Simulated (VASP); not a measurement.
Runs of VASP 6.6.1 on AgI. The structure is that of space group P6_3mc (No. 186), or close to it. The cells are those of the table. 

| task | cell | k mesh | cutoff (eV) | gap on the mesh (eV) | pressure (GPa) | largest force (eV/Å) |
| --- | --- | --- | --- | --- | --- | --- |
| single point | a = 4.827, b = 4.827, c = 7.523 Å, angles 90.0, 90.0, 120.0°, 4 atoms | 6 × 6 × 4 | 500 | 1.40 | -1.0 | 0.04 |
| single point | a = 4.897, b = 4.897, c = 7.321 Å, angles 90.0, 90.0, 120.0°, 4 atoms | 6 × 6 × 4 | 500 | 1.41 | (a) | - |
| relaxation of the atoms | atoms relaxed from a = 4.546, b = 4.546, c = 7.431 Å, angles 90.0, 90.0, 120.0°, 4 atoms | 6 × 6 × 4, shifted | 450 | (b) | 2.9 | 0.01 |
| single point | a = 4.897, b = 4.897, c = 7.454 Å, angles 90.0, 90.0, 120.0°, 4 atoms | 6 × 6 × 4 | 500 | 1.41 | -1.4 | 0.01 |

Alike in all rows: level PBE; potentials or basis VASP PAW PBE potentials, release 64 (Ag, I); no spin polarisation; smearing gaussian 0.02 eV.

Question: Estimate the missing entries.

Answer: (a) -1.2; (b) 1.95.

Caveats: spin-orbit coupling is left out, which moves the levels of the heavy elements; the relaxation stopped at its first step, so nothing moved (some runs).

A k mesh can miss the band edges, and the runs leave out spin-orbit coupling on Ag, I.
